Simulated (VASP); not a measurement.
Mo12C, 13 atoms in the cell. The cell holds a slab with vacuum, 13 atoms: a = 5.474 Å, b = 5.474 Å, c = 19.808 Å, α = 90.00°, β = 90.00°, γ = 109.47°. 

```yaml
Program: VASP 6.6.1
Task: single point
Functional: PBE
Potentials_or_basis: VASP PAW PBE potentials, release 64 (Mo_sv, C)
Cutoff: 520 eV
k_mesh: 5 × 5 × 1
Occupations: gaussian, width 0.1 eV
Spin: no spin polarisation
Dipole_correction: yes
Further_INCAR_settings: ALGO = Normal; EDIFF = 1e-06; NBANDS = 98
```

Potentials or basis: VASP PAW PBE potentials, release 64 (Mo_sv, C).

Command:

```sh
$ cat potpaw_PBE.64/Mo_sv/POTCAR potpaw_PBE.64/C/POTCAR > POTCAR
$ mpirun -np 1 vasp_std > vasp.out
```

Hardware: 1 thread of Intel(R) Xeon(R) Platinum 8259CL CPU @ 2.50GHz (Skylake/Cascade Lake) (shared host).

How long does it take, and how much memory?

Wall time 29 min on 1 thread of Intel(R) Xeon(R) Platinum 8259CL CPU @ 2.50GHz (Skylake/Cascade Lake), on a shared host, peak memory 0.74 GiB. Counts: scf iterations 37, k points 9.
